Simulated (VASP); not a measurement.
# Al (Im-3m) in VASP: single point with PBEsol+D3(BJ)

Aim: the single point of Al with PBEsol+D3(BJ).

Program: VASP 6.6.1. These are calculated values, not measurements. Logs are shortened: lines on timing, memory, paths and dates and some standing lists are left out, and cuts for length are marked.

### Step 1. The cell of the first run

The structure is cubic, space group Im-3m (No. 229). The conventional cell has a = 3.182 Å, b = 3.182 Å, c = 3.182 Å, α = 90.00°, β = 90.00°, γ = 90.00°. Al (site symmetry m-3m) has 14 Al at 2.76 to 3.18 Å within 3.6 Å.

### Step 2. Single point, PBEsol+D3(BJ)

Input file INCAR:

```
SYSTEM = Al
PREC     = Accurate       ! precision mode
ENCUT    = 500            ! plane-wave cutoff, eV
EDIFF    = 1E-6           ! SCF threshold, eV
ISMEAR   = 1              ! smearing method
SIGMA    = 0.1            ! smearing width, eV
LREAL    = .False.        ! projectors in reciprocal space
LASPH    = .True.         ! aspherical terms in the spheres
NELM     = 120            ! most SCF steps
ALGO     = Normal         ! electronic algorithm
ISIF     = 2              ! what is computed and relaxed
LWAVE    = .False.        ! write WAVECAR
LCHARG   = .True.         ! write CHGCAR
GGA      = PS             ! functional
IVDW     = 12             ! dispersion correction
LELF     = .True.         ! ELF
LVHAR    = .True.       
NBANDS   = 8              ! bands
GGA_COMPAT= .False.
```

Input file KPOINTS:

```
Automatic mesh
0
Gamma
  13 13 13
  0 0 0
```

Input file POSCAR:

```
Al
1.0
   -1.5912186900      1.5912186900      1.5912186900
    1.5912186900     -1.5912186900      1.5912186900
    1.5912186900      1.5912186900     -1.5912186900
Al
1
Direct
    0.0000000000      0.0000000000      0.0000000000
```

Potentials or basis: VASP PAW PBE potentials, release 64 (Al).

Launch:

```
$ cat potpaw_PBE.64/Al/POTCAR > POTCAR
$ mpirun -np 1 vasp_std > vasp.out
```

OUTCAR:

```text
SYSTEM = Al
   PREC = Accurate
   ENCUT = 500
   EDIFF = 1E-6
   ISMEAR = 1
   LREAL = .False.
   LASPH = .True.
   NELM = 120
   ISIF = 2
   GGA = PS
   IVDW = 12
 IVDW          = 12

 ion  position               nearest neighbor table
   1  0.000  0.000  0.000-

  LATTYP: Found a body centered cubic cell.
 ALAT       =     3.1824373800

  Lattice vectors:

 A1 = (  -1.5912186900,   1.5912186900,   1.5912186900)
 A2 = (   1.5912186900,  -1.5912186900,   1.5912186900)
 A3 = (   1.5912186900,   1.5912186900,  -1.5912186900)

Analysis of symmetry for initial positions (statically):
=====================================================================
 Subroutine PRICEL returns:
 Original cell was already a primitive cell.

 Routine SETGRP: Setting up the symmetry group for a
 body centered cubic supercell.

 Subroutine GETGRP returns: Found 48 space group operations
 (whereof 48 operations were pure point group operations)
 out of a pool of 48 trial point group operations.

The static configuration has the point symmetry O_h .

Analysis of symmetry for dynamics (positions and initial velocities):
=====================================================================
 Subroutine PRICEL returns:
 Original cell was already a primitive cell.

 Routine SETGRP: Setting up the symmetry group for a
 body centered cubic supercell.

 Subroutine GETGRP returns: Found 48 space group operations
 (whereof 48 operations were pure point group operations)
 out of a pool of 48 trial point group operations.

The dynamic configuration has the point symmetry O_h .

 Subroutine INISYM returns: Found 48 space group operations
 (whereof 48 operations are pure point group operations),
 and found     1 'primitive' translations

----------------------------------------------------------------------------------------

                                     Primitive cell

  volume of cell :      16.1157

  direct lattice vectors                    reciprocal lattice vectors
    -1.591218690  1.591218690  1.591218690     0.000000000  0.314224565  0.314224565
     1.591218690 -1.591218690  1.591218690     0.314224565  0.000000000  0.314224565
     1.591218690  1.591218690 -1.591218690     0.314224565  0.314224565  0.000000000

  length of vectors
     2.756071617  2.756071617  2.756071617     0.444380641  0.444380641  0.444380641

  position of ions in fractional coordinates (direct lattice)
     0.000000000  0.000000000  0.000000000

  ion indices of the primitive-cell ions
[... 77 lines left out ...]
   NSW    =      0    number of steps for IOM
   IBRION =     -1    ionic relax: 0-MD 1-quasi-New 2-CG
   NFREE  =      0    steps in history (QN), initial steepest desc. (CG)
   ISIF   =      2    stress and relaxation
   ISYM   =      2    0-nonsym 1-usesym 2-fastsym
   POTIM  = 0.5000    time-step for ionic-motion
   TEBEG  =    0.0;   TEEND  =   0.0 temperature during run
   PSTRESS=    0.0 pullay stress
   NELECT =       3.0000    total number of electrons
   NUPDOWN=      -1.0000    fix difference up-down
   EMIN   =  10.00;   EMAX   =-10.00  energy-range for DOS
   EFERMI =   0.00;   METHOD = LEGACY
   ISMEAR =     1;   SIGMA  =   0.10  broadening in eV -4-tet -1-fermi 0-gaus
   EFERMI_NEDOS =   21; number of points for ismear=-14 and -15
   IALGO  =     38    algorithm
   IMIX   =      4    mixing-type and parameters
     AMIX     =   0.40;   BMIX     =  1.00
     AMIX_MAG =   1.60;   BMIX_MAG =  1.00
  volume/ion in A,a.u.               =      16.12       108.75
  Fermi-wavevector in a.u.,A,eV,Ry     =   0.934757  1.766435 11.888371  0.873771
  Thomas-Fermi vector in A             =   2.061595
   LORBIT       =      0    0 simple, 1 ext, 2 COOP (PROOUT), +10 PAW based schemes
   GGA     = PS    functional components
   LHFCALC =     F    Hartree Fock is set to
   AEXX    =    0.0000 exact exchange contribution
   IVDW    =    12    specifies the selected vdW correction
   LEPSILON=     F    determine dielectric tensor
   LRPA    =     F    only Hartree local field effects (RPA)
 non-spin polarized calculation
 Methfessel and Paxton  Order N= 1 SIGMA  =   0.10
  energy-cutoff  :      500.00
  volume of cell :       16.12
 maximum number of plane-waves:       420
   NGX =  9   NGY =  9   NGZ =  9

 number of electron       3.0000000 magnetization

 Free energy of the ion-electron system (eV)
  ---------------------------------------------------
  ext. energy  EPLUGINS =         0.00000000
  ---------------------------------------------------
  free energy    TOTEN  =        -3.99359716 eV

  energy without entropy =       -3.99415752  energy(sigma->0) =       -3.99378395

 E-fermi :   8.2306     XC(G=0): -10.3473

 val. band max:        8.0905212381   @ k =   0.3077   0.1538   0.0000
 cond. band min:       8.2507720504   @ k =  -0.3846   0.3846   0.1538
 fundamental gap:      0.1602508124
 Fermi energy:         8.2306301612

 k-point     1 :       0.0000    0.0000    0.0000
  band No.  band energies     occupation
      1      -3.0916      2.00000
      2      21.5843      0.00000
      3      21.5843      0.00000
      4      21.5843      0.00000
      5      23.2249      0.00000
      6      23.2249      0.00000
      7      23.2249      0.00000
      8      24.6688      0.00000
[... 243 lines left out ...]
 k-point    24 :       0.2308    0.0769    0.0769
  band No.  band energies     occupation
      1      -0.0120      2.00000
      2      10.6428      0.00000
      3      14.4606      0.00000
      4      15.0922      0.00000
      5      22.8158      0.00000
      6      23.3227      0.00000
      7      26.9338      0.00000
      8      27.2393      0.00000

 [... further k-points ...]

------------------------ aborting loop because EDIFF is reached ----------------------------------------

 Edisp (eV)   -0.32540

 E8    (eV) :    -0.2192

  FORCE on cell =-STRESS in cart. coord.  units (eV):
  Direction    XX          YY          ZZ          XY          YZ          ZX
  --------------------------------------------------------------------------------------
  -------------------------------------------------------------------------------------
  Total      -0.13741    -0.13741    -0.13741     0.00000     0.00000     0.00000
  in kB     -13.66107   -13.66107   -13.66107     0.00000     0.00000     0.00000
  external pressure =      -13.66 kB  Pullay stress =        0.00 kB

 VOLUME and BASIS-vectors are now :
 -----------------------------------------------------------------------------
  energy-cutoff  :      500.00
  volume of cell :       16.12
      direct lattice vectors                 reciprocal lattice vectors
    -1.591218690  1.591218690  1.591218690     0.000000000  0.314224565  0.314224565
     1.591218690 -1.591218690  1.591218690     0.314224565  0.000000000  0.314224565
     1.591218690  1.591218690 -1.591218690     0.314224565  0.314224565  0.000000000

 POSITION                                       TOTAL-FORCE (eV/Angst)
 -----------------------------------------------------------------------------------
      0.00000      0.00000      0.00000         0.000000      0.000000      0.000000
 -----------------------------------------------------------------------------------
    total drift:                                0.000000      0.000000      0.000000

  FREE ENERGIE OF THE ION-ELECTRON SYSTEM (eV)
  ---------------------------------------------------
  free  energy   TOTEN  =        -4.3189960676 eV

  energy  without entropy=       -4.3195564302  energy(sigma->0) =       -4.31918286
```

stdout:

```text
POSCAR found type information on POSCAR Al
 POSCAR found :  1 types and       1 ions
 scaLAPACK will be used
 -----------------------------------------------------------------------------
|                                                                             |
|                                                                             |
|     You enforced a specific xc type in the INCAR file but a different       |
|     I HOPE YOU KNOW WHAT YOU ARE DOING!                                     |
|                                                                             |
 -----------------------------------------------------------------------------

 LDA part: xc-table for (Slater+PW92), standard interpolation
 POSCAR, INCAR and KPOINTS ok, starting setup
 FFT: planning ... GRIDC
 FFT: planning ... GRID_SOFT
 FFT: planning ... GRID
 WAVECAR not read
 entering main loop
```

It took 7.3 s on 1 thread of Intel Xeon Platinum 8488C (Sapphire Rapids), shared host; peak memory 0.13 GiB.

Results:

```
Free energy                : -4.3190 eV
Pressure                   : -1.4 GPa
Dispersion energy per atom : -0.325 eV
```

Levels at points of the mesh, in eV from the Fermi level:
| k point | band 1 | band 2 | band 3 | band 4 | band 5 |
| --- | --- | --- | --- | --- | --- |
| (0.00, 0.00, 0.00) | -11.32 | 13.35 | 13.35 | 13.35 | 14.99 |

Caveat: three body term missing; the PAW data sets were made with another functional, which shifts forces and pressure a little; pairwise dispersion overbinds metals, which lowers pressure and volume.
